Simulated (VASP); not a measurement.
Runs of VASP 6.6.1 on Si2C. The structure is that of space group P6/mmm (No. 191), or close to it. The cells are those of the table. 

| task | spin | cell | k mesh | cutoff (eV) | k mesh for the DOS | occupations for the DOS | gap on the mesh (eV) | pressure (GPa) | moment (μB) | relaxed volume (Å³/atom) | largest force (eV/Å) |
| --- | --- | --- | --- | --- | --- | --- | --- | --- | --- | --- | --- |
| relaxation of cell and atoms | off | relaxed from a = 4.030, b = 4.030, c = 7.373 Å, angles 90.0, 90.0, 120.0°, 6 atoms | 6 × 6 × 4 | 600 | - | - | none | -0.3 | - | 17.34 | 0.04 |
| single point | collinear, ferromagnetic start | a = 4.042, b = 4.042, c = 7.171 Å, angles 90.0, 90.0, 120.0°, 6 atoms | 6 × 6 × 4 | 520 | - | - | none | -0.1 | 0.00 | - | 0.01 |
| relaxation of cell and atoms | off | relaxed from a = 4.042, b = 4.042, c = 7.171 Å, angles 90.0, 90.0, 120.0°, 6 atoms | 12 × 12 × 6 | 600 | - | - | none | 0.1 | - | 16.86 | 0.01 |
| single point | off | a = 4.037, b = 4.037, c = 7.186 Å, angles 90.0, 90.0, 120.0°, 6 atoms | 12 × 12 × 6 | 520 | - | - | none | -0.1 | - | - | 0.01 |
| single point | off | a = 4.030, b = 4.030, c = 7.373 Å, angles 90.0, 90.0, 120.0°, 6 atoms | 6 × 6 × 2 | 520 | - | - | none | -0.1 | - | - | (a) |
| single point | off | a = 2.816, b = 2.816, c = 12.586 Å, angles 90.0, 90.0, 120.0°, 6 atoms | 6 × 6 × 2 | 520 | - | - | none | 164.7 | - | - | 0.01 |
| single point | collinear, ferromagnetic start | a = 2.816, b = 2.816, c = 12.586 Å, angles 90.0, 90.0, 120.0°, 6 atoms | 6 × 6 × 2 | 520 | - | - | none | 164.7 | 0.00 | - | 0.01 |

Alike in all rows: level PBE; potentials or basis VASP PAW PBE potentials, release 64 (Si, C); smearing gaussian 0.1 eV.

Task: Estimate the missing entries.

Result: (a) 0.02.

Caveats: some runs use coarse meshes.

A gap of «none» marks levels without a gap at the run's occupations.
